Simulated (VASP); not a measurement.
Here is a VASP 6.6.1 calculation.

The input INCAR:

```
ALGO = Normal ; EDIFF = 1E-6
ENCUT = 520 ; GGA = PE
ISIF = 2 ; ISMEAR = 0
LASPH = T ; LCHARG = T
LELF = T ; LREAL = F
LVHAR = T ; LWAVE = F
NBANDS = 15 ; NELM = 80
PREC = Accurate ; SIGMA = 0.01
```

KPOINTS

```
k-points
0
Gamma
  4 4 4
```

File POSCAR:

```
KBr
1.0
    0.0000000000      3.4540206374      3.3024387010
    3.4540206374      0.0000000000      3.3024387010
    3.4540206374      3.4540206374      0.0000000000
K Br
1 1
Direct
    0.0000000000      0.0000000000      0.0000000000
    0.5000000000      0.5000000000      0.5000000000
```

Potentials or basis: VASP PAW PBE potentials, release 64 (K_sv, Br).

The run is started by

```sh
$ cat potpaw_PBE.64/K_sv/POTCAR potpaw_PBE.64/Br/POTCAR > POTCAR
$ mpirun -np 1 vasp_std > vasp.out
```

Q: Estimate the band gap on the k mesh.

A: 4.19 eV, direct.

Q: Predict the pressure.

A: -0.4 GPa.

Stress tensor (GPa, compression positive):
```
-0.77  0.00  0.00
 0.00 -0.77  0.00
 0.00  0.00  0.22
```

Caveat: the cell differs from its parent crystal (biaxial xy strain +4.6%).
